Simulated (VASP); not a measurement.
# AlN in VASP: a series of runs, part 2 of 3

VASP 6.6.1. The steps go on from the part before.

## (5) Single point, PBE (epitaxial 111 strain -2.0%)

INCAR

```
SYSTEM = AlN
PREC = Accurate ; ENCUT = 520
EDIFF = 1E-6 ; ISMEAR = 0
SIGMA = 0.01 ; LREAL = .FALSE.
LASPH = .TRUE. ; NELM = 100
ALGO = Normal ; ISIF = 2
LWAVE = .FALSE. ; LCHARG = .TRUE.
GGA = PE ; LELF = .TRUE.
LVHAR = .TRUE. ; NBANDS = 11
```

KPOINTS

```
Automatic mesh
0
G
  6 6 6
  0 0 0
```

POSCAR

```
AlN
1.0
    0.0307724523      2.0092635354      2.0092635354
    2.0092635354      0.0307724523      2.0092635354
    2.0092635354      2.0092635354      0.0307724523
Al N
1 1
Direct
    0.0000000000      0.0000000000      0.0000000000
    0.5000000000      0.5000000000      0.5000000000
```

Potentials or basis: VASP PAW PBE potentials, release 64 (Al, N).

On the command line:

```sh
cat potpaw_PBE.64/Al/POTCAR potpaw_PBE.64/N/POTCAR > POTCAR
mpirun -np 1 vasp_std > vasp.out
```

OUTCAR:

```text
SYSTEM = AlN
   PREC = Accurate
   ENCUT = 520
   EDIFF = 1E-6
   ISMEAR = 0
   LREAL = .FALSE.
   LASPH = .TRUE.
   NELM = 100
   ISIF = 2
   GGA = PE

 ion  position               nearest neighbor table
   1  0.000  0.000  0.000-   2 1.99   2 1.99   2 1.99   2 1.99   2 1.99   2 1.99
   2  0.500  0.500  0.500-   1 1.99   1 1.99   1 1.99   1 1.99   1 1.99   1 1.99

  LATTYP: Found a trigonal (rhomboedric) cell.
 ALAT       =     2.8416943631
 COS(alpha) =     0.5152548607

  Lattice vectors:

 A1 = (   0.0307724523,   2.0092635354,   2.0092635354)
 A2 = (   2.0092635354,   0.0307724523,   2.0092635354)
 A3 = (   2.0092635354,   2.0092635354,   0.0307724523)

Analysis of symmetry for initial positions (statically):
=====================================================================
 Subroutine PRICEL returns:
 Original cell was already a primitive cell.

 Routine SETGRP: Setting up the symmetry group for a
 trigonal (rhombohedral) supercell.

 Subroutine GETGRP returns: Found 12 space group operations
 (whereof 12 operations were pure point group operations)
 out of a pool of 12 trial point group operations.

The static configuration has the point symmetry D_3d.

Analysis of symmetry for dynamics (positions and initial velocities):
=====================================================================
 Subroutine PRICEL returns:
 Original cell was already a primitive cell.

 Routine SETGRP: Setting up the symmetry group for a
 trigonal (rhombohedral) supercell.

 Subroutine GETGRP returns: Found 12 space group operations
 (whereof 12 operations were pure point group operations)
 out of a pool of 12 trial point group operations.

The dynamic configuration has the point symmetry D_3d.

 Subroutine INISYM returns: Found 12 space group operations
 (whereof 12 operations are pure point group operations),
 and found     1 'primitive' translations

----------------------------------------------------------------------------------------

                                     Primitive cell

  volume of cell :      15.8507

  direct lattice vectors                    reciprocal lattice vectors
     0.030772452  2.009263535  2.009263535    -0.254638360  0.250797327  0.250797327
     2.009263535  0.030772452  2.009263535     0.250797327 -0.254638360  0.250797327
     2.009263535  2.009263535  0.030772452     0.250797327  0.250797327 -0.254638360

  length of vectors
     2.841694363  2.841694363  2.841694363     0.436622598  0.436622598  0.436622598

  position of ions in fractional coordinates (direct lattice)
     0.000000000  0.000000000  0.000000000
     0.500000000  0.500000000  0.500000000

  ion indices of the primitive-cell ions
   primitive index   ion index
                 1           1
                 2           2

----------------------------------------------------------------------------------------

 KPOINTS: Automatic mesh

Automatic generation of k-mesh.
 Grid dimensions read from file:
 generate k-points for:    6    6    6

 Generating k-lattice:

  Cartesian coordinates                     Fractional coordinates (reciprocal lattice)
    -0.042439727  0.041799554  0.041799554     0.166666667  0.000000000  0.000000000
     0.041799554 -0.042439727  0.041799554     0.000000000  0.166666667  0.000000000
     0.041799554  0.041799554 -0.042439727     0.000000000  0.000000000  0.166666667

  Length of vectors
     0.072770433  0.072770433  0.072770433

  Shift w.r.t. Gamma in fractional coordinates (k-lattice)
     0.000000000  0.000000000  0.000000000

 Subroutine IBZKPT returns following result:
 ===========================================

 Found     32 irreducible k-points:

 Following reciprocal coordinates:
            Coordinates               Weight
  0.000000  0.000000  0.000000      1.000000
  0.166667 -0.000000 -0.000000      6.000000
  0.333333 -0.000000  0.000000      6.000000
  0.500000 -0.000000 -0.000000      3.000000
  0.166667  0.166667 -0.000000      6.000000
  0.333333  0.166667 -0.000000     12.000000
[... 16 lines left out ...]
  0.500000  0.500000  0.166667      6.000000
 -0.333333  0.500000  0.166667     12.000000
 [... further k-points ...]
   k-points           NKPTS =     32   k-points in BZ     NKDIM =     32   number of bands    NBANDS=     11
   number of dos      NEDOS =    301   number of ions     NIONS =      2
   total plane-waves  NPLWV =  13824
   dimension x,y,z NGX =    24 NGY =   24 NGZ =   24
   dimension x,y,z NGXF=    48 NGYF=   48 NGZF=   48
   ions per type =               1   1
   NGX,Y,Z   is equivalent  to a cutoff of  14.04, 14.04, 14.04 a.u.
   NGXF,Y,Z  is equivalent  to a cutoff of  28.08, 28.08, 28.08 a.u.
 SYSTEM =  AlN
   PREC   = accura    normal or accurate (medium, high low for compatibility)
   ISTART =      0    job   : 0-new  1-cont  2-samecut
   ICHARG =      2    charge: 1-file 2-atom 10-const
   ISPIN  =      1    spin polarized calculation?
   LNONCOLLINEAR =      F non collinear calculations
   LSORBIT =      F    spin-orbit coupling
   LASPH  =      T    aspherical Exc in radial PAW
   ENCUT  =  520.0 eV  38.22 Ry    6.18 a.u.   5.28  5.28  5.28*2*pi/ulx,y,z
   NELM   =    100;   NELMIN=  2; NELMDL= -5     # of ELM steps
   EDIFF  = 0.1E-05   stopping-criterion for ELM
   LREAL  =      F    real-space projection
   EDIFFG = 0.1E-04   stopping-criterion for IOM
   NSW    =      0    number of steps for IOM
   IBRION =     -1    ionic relax: 0-MD 1-quasi-New 2-CG
   NFREE  =      0    steps in history (QN), initial steepest desc. (CG)
   ISIF   =      2    stress and relaxation
   ISYM   =      2    0-nonsym 1-usesym 2-fastsym
   POTIM  = 0.5000    time-step for ionic-motion
   TEBEG  =    0.0;   TEEND  =   0.0 temperature during run
   PSTRESS=    0.0 pullay stress
   NELECT =       8.0000    total number of electrons
   NUPDOWN=      -1.0000    fix difference up-down
   EMIN   =  10.00;   EMAX   =-10.00  energy-range for DOS
   EFERMI =   0.00;   METHOD = LEGACY
   ISMEAR =     0;   SIGMA  =   0.01  broadening in eV -4-tet -1-fermi 0-gaus
   EFERMI_NEDOS =   21; number of points for ismear=-14 and -15
   IALGO  =     38    algorithm
   IMIX   =      4    mixing-type and parameters
     AMIX     =   0.40;   BMIX     =  1.00
     AMIX_MAG =   1.60;   BMIX_MAG =  1.00
  volume/ion in A,a.u.               =       7.93        53.48
  Fermi-wavevector in a.u.,A,eV,Ry     =   1.303433  2.463132 23.115458  1.698938
  Thomas-Fermi vector in A             =   2.434436
   LORBIT       =      0    0 simple, 1 ext, 2 COOP (PROOUT), +10 PAW based schemes
   GGA     = PE    functional components
   LHFCALC =     F    Hartree Fock is set to
   AEXX    =    0.0000 exact exchange contribution
   IVDW    =     0    specifies the selected vdW correction
   LEPSILON=     F    determine dielectric tensor
   LRPA    =     F    only Hartree local field effects (RPA)
 non-spin polarized calculation
 Gauss-broadening in eV      SIGMA  =   0.01
  energy-cutoff  :      520.00
  volume of cell :       15.85
 maximum number of plane-waves:       444
 NGX is ok and might be reduce to    24
   NGX = 11   NGY = 11   NGZ = 11

 number of electron       8.0000000 magnetization

 Free energy of the ion-electron system (eV)
  ---------------------------------------------------
  ext. energy  EPLUGINS =         0.00000000
  ---------------------------------------------------
  free energy    TOTEN  =       -14.47725409 eV

  energy without entropy =      -14.47725409  energy(sigma->0) =      -14.47725409

 E-fermi :  10.7693     XC(G=0): -12.4813

 val. band max:       10.6337286185   @ k =   0.0000   0.0000   0.0000
 cond. band min:      15.3570598271   @ k =   0.5000   0.5000  -0.0000
 fundamental gap:      4.7233312085
 Fermi energy:        10.7693465383

 k-point     1 :       0.0000    0.0000    0.0000
  band No.  band energies     occupation
      1      -7.4197      2.00000
      2      10.2922      2.00000
      3      10.6337      2.00000
      4      10.6337      2.00000
      5      16.7762      0.00000
      6      22.3760      0.00000
      7      23.0581      0.00000
      8      23.0581      0.00000
      9      28.0285      0.00000
     10      28.6223      0.00000
     11      28.6223      0.00000
[... 309 lines left out ...]
 k-point    24 :      -0.3333    0.5000    0.1667
  band No.  band energies     occupation
      1      -2.8190      2.00000
      2       3.6392      2.00000
      3       5.7826      2.00000
      4       6.7627      2.00000
      5      17.8202      0.00000
      6      18.9810      0.00000
      7      23.4812      0.00000
      8      24.7825      0.00000
      9      29.1783      0.00000
     10      32.7225      0.00000
     11      36.0591      0.00000

 [... further k-points ...]
[... 5 lines left out ...]
  --------------------------------------------------------------------------------------
  -------------------------------------------------------------------------------------
  Total        1.7136920      1.7136920      1.7136920     -0.5191455     -0.5191455     -0.5191455
  in kB      173.2188945    173.2188945    173.2188945    -52.4748919    -52.4748919    -52.4748919
  external PRESSURE =     173.2188945 kB  Pullay stress =       0.0000000 kB

 VOLUME and BASIS-vectors are now :
 -----------------------------------------------------------------------------
  energy-cutoff  :      520.00
  volume of cell :       15.85
      direct lattice vectors                 reciprocal lattice vectors
     0.030772452  2.009263535  2.009263535    -0.254638360  0.250797327  0.250797327
     2.009263535  0.030772452  2.009263535     0.250797327 -0.254638360  0.250797327
     2.009263535  2.009263535  0.030772452     0.250797327  0.250797327 -0.254638360

 POSITION                                       TOTAL-FORCE (eV/Angst)
 -----------------------------------------------------------------------------------
      0.00000      0.00000      0.00000        -0.000000     -0.000000      0.000000
      2.02465      2.02465      2.02465         0.000000      0.000000     -0.000000
 -----------------------------------------------------------------------------------
    total drift:                               -0.000000     -0.000000      0.000000

  FREE ENERGIE OF THE ION-ELECTRON SYSTEM (eV)
  ---------------------------------------------------
  free  energy   TOTEN  =       -14.4772540896 eV

  energy  without entropy=      -14.4772540896  energy(sigma->0) =      -14.47725409
```

OSZICAR:

```text
N       E                     dE             d eps       ncg     rms          rms(c)
DAV:   1     0.105404265809E+02    0.10540E+02   -0.41601E+03   744   0.632E+02
DAV:   2    -0.155369200782E+02   -0.26077E+02   -0.24523E+02   894   0.139E+02
DAV:   3    -0.162636732155E+02   -0.72675E+00   -0.72551E+00   849   0.207E+01
DAV:   4    -0.162667570191E+02   -0.30838E-02   -0.30835E-02   788   0.143E+00
DAV:   5    -0.162667843281E+02   -0.27309E-04   -0.27309E-04   824   0.127E-01    0.777E+00
DAV:   6    -0.145029118810E+02    0.17639E+01   -0.72966E+00   794   0.146E+01    0.280E+00
DAV:   7    -0.144826307822E+02    0.20281E-01   -0.20862E-01   788   0.325E+00    0.183E+00
DAV:   8    -0.144775513530E+02    0.50794E-02   -0.15078E-02   752   0.107E+00    0.346E-01
DAV:   9    -0.144772070156E+02    0.34434E-03   -0.13954E-03   815   0.229E-01    0.156E-01
DAV:  10    -0.144772608464E+02   -0.53831E-04   -0.13921E-04   770   0.857E-02    0.472E-02
DAV:  11    -0.144772542659E+02    0.65805E-05   -0.21552E-05   827   0.264E-02    0.753E-03
DAV:  12    -0.144772540896E+02    0.17628E-06   -0.68776E-07   421   0.710E-03
   1 F= -.14477254E+02 E0= -.14477254E+02  d E =-.694391E-84
```

Run time: 3 s. Hardware: 1 thread of Intel Xeon 6975P-C, shared host; peak memory 0.13 GiB.

What came out:

| Quantity | Value |
| --- | --- |
| Free energy | -14.4773 eV |
| Pressure | 17.3 GPa |
| Band gap on the k mesh | 4.72 eV, indirect (least direct gap 6.14 eV) |

Levels at points of the mesh, in eV from the valence-band top:
```tsv
k point	band 1	band 2	band 3	band 4	band 5	band 6	band 7	band 8	band 9
(0.00, 0.00, 0.00)	-18.05	-0.34	0.00	0.00	6.14	11.74	12.42	12.42	17.39
(0.50, 0.00, 0.00)	-14.58	-8.63	-1.43	-1.22	6.16	10.98	11.24	13.88	16.35
(0.50, 0.50, 0.00)	-13.58	-7.78	-3.19	-2.85	4.72	5.29	14.41	17.76	17.87
(0.50, 0.50, 0.50)	-14.75	-8.86	-1.10	-1.10	6.61	11.60	11.60	13.56	16.72
```

Caveat: the k points lie up to 0.46 Å⁻¹ apart; the cell differs from its parent crystal (epitaxial 111 strain -2.0%). A k mesh can miss the band edges.

(Part 2 of 3 ends here.)
